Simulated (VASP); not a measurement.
A run of VASP 6.6.1 is set up as follows.

The input INCAR:

```
  PREC = Accurate
  ENCUT = 520
  EDIFF = 1E-7
  ISMEAR = 0
  SIGMA = 0.02
  LREAL = False
  LASPH = True
  NELM = 100
  ALGO = Normal
  ISIF = 2
  LWAVE = False
  LCHARG = False
  GGA = PS
  NBANDS = 35
```

Contents of KPOINTS:

```
regular mesh
0
Gamma
  12 12 2
```

The input POSCAR:

```
MoS2
1.0
    3.1413882571      0.0000000000      0.0000000000
   -1.5706941286      2.7205220338      0.0000000000
    0.0000000000      0.0000000000     12.5850886796
Mo S
2 4
Direct
    0.6666666667      0.3333333333      0.2500000000
    0.3333333333      0.6666666667      0.7500000000
    0.6666666667      0.3333333333      0.6261196804
    0.3333333333      0.6666666667      0.3738803196
    0.6666666667      0.3333333333      0.8738803196
    0.3333333333      0.6666666667      0.1261196804
```

Potentials or basis: VASP PAW PBE potentials, release 64 (Mo_sv, S).

Launch:

```console
$ cat potpaw_PBE.64/Mo_sv/POTCAR potpaw_PBE.64/S/POTCAR > POTCAR
$ mpirun -np 1 vasp_std > vasp.out
```

Question: What does it give for the band gap on the k mesh?

Answer: 1.00 eV, indirect (least direct gap 1.75 eV).

Question: What does it give for the pressure?

Answer: 0.0 GPa.

Caveat: the PAW data sets were made with another functional, which shifts forces and pressure a little; this functional lacks dispersion, which binds the layers, so the pressure and a relaxed spacing across them are unreliable. A k mesh can miss the band edges.
